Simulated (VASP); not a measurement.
Wanted: the native input for a VASP 6.6.1 run.

| Property | Result |
| --- | --- |
| Task | relaxation of cell and atoms |
| Functional | PBE |
| Potentials or basis | VASP PAW PBE potentials, release 64 (La) |
| Cutoff | 600 eV |
| k mesh | 12 × 12 × 7 |
| Occupations | fermi-dirac, width 0.05 eV |
| Spin | no spin polarisation |
| Dipole correction | no |
| Further INCAR settings | ALGO = Normal; EDIFF = 1e-06; IBRION = 2; EDIFFG = -0.005; NSW = 100; ISIF = 3 |

The structure of La lies in POSCAR:

```
La
1.0
    3.4513664195      0.0000000000      0.0000000000
   -1.7256832097      2.9889709970      0.0000000000
    0.0000000000      0.0000000000      5.5912135996
La
2
Direct
    0.3333333333      0.6666666667      0.2500000000
    0.6666666667      0.3333333333      0.7500000000
```

These files were run (other wordings do the same):

INCAR

```
PREC     = Accurate       # precision mode
ENCUT    = 600            # plane-wave cutoff, eV
EDIFF    = 1E-6           # SCF threshold, eV
ISMEAR   = -1             # smearing method
SIGMA    = 0.05           # smearing width, eV
LREAL    = F              # projectors in reciprocal space
LASPH    = T              # aspherical terms in the spheres
NELM     = 80             # most SCF steps
ALGO     = Normal         # electronic algorithm
ISIF     = 3              # what is computed and relaxed
LWAVE    = F              # write WAVECAR
LCHARG   = F              # write CHGCAR
GGA      = PE             # functional
IBRION   = 2              # ionic algorithm
NSW      = 100            # ionic steps
EDIFFG   = -0.005         # ionic threshold
```

KPOINTS

```
Automatic mesh
0
Gamma
  12 12 7
```

Potentials or basis: VASP PAW PBE potentials, release 64 (La).

Run with:

```bash
$ cat potpaw_PBE.64/La/POTCAR > POTCAR
$ mpirun -np 1 vasp_std > vasp.out
```

It gave:

- Relaxed volume: 37.76 Å³/atom
- Relaxed cell: a = 3.785 Å, b = 3.785 Å, c = 6.085 Å, α = 90.00°, β = 90.00°, γ = 120.00°
- Space group after relaxing (to 0.1 Å): P6_3/mmc (No. 194)
- Energy gained by relaxing: 219.7 meV/atom
- Ionic steps: 10
- Pressure after relaxing: 0.0 GPa
- Band gap on the k mesh: zero (bands 11 and 12 overlap by 1.33 eV)

Caveat: the volume moved by over 15 % at a fixed basis, so the end points are rough; spin-orbit coupling is left out, which moves the levels of the heavy elements.

Wall time 7.8 min on 1 thread of AMD EPYC 7R13 Processor (Zen 3), on a shared host, peak memory 0.23 GiB.
